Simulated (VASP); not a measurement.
A run of VASP 6.6.1 is set up as follows.

File INCAR:

```
ALGO = Normal ; EDIFF = 1E-6
ENCUT = 520 ; GGA = PS
ISIF = 2 ; ISMEAR = 0
ISPIN = 2 ; LASPH = True
LCHARG = True ; LELF = True
LMAXMIX = 6 ; LORBIT = 11
LREAL = False ; LVHAR = True
LWAVE = False ; MAGMOM = 0.05 0
NBANDS = 25 ; NELM = 150
PREC = Accurate ; SIGMA = 0.05
```

File KPOINTS:

```
k-points
0
Gamma
  12 12 10
```

File POSCAR:

```
YbC
1.0
    3.3791077522      0.0000000000      0.0000000000
   -1.6895538761      2.9263931555      0.0000000000
    0.0000000000      0.0000000000      3.0331045383
Yb C
1 1
Direct
    0.0000000000      0.0000000000      0.0000000000
    0.6666666667      0.3333333333      0.5000000000
```

Potentials or basis: VASP PAW PBE potentials, release 64 (Yb, C).

Command:

```console
$ cat potpaw_PBE.64/Yb/POTCAR potpaw_PBE.64/C/POTCAR > POTCAR
$ mpirun -np 1 vasp_std > vasp.out
```

Predict the net moment.

0.01 μB per cell.

Predict the pressure.

0.7 GPa.

Caveat: the PAW data sets were made with another functional, which shifts forces and pressure a little.
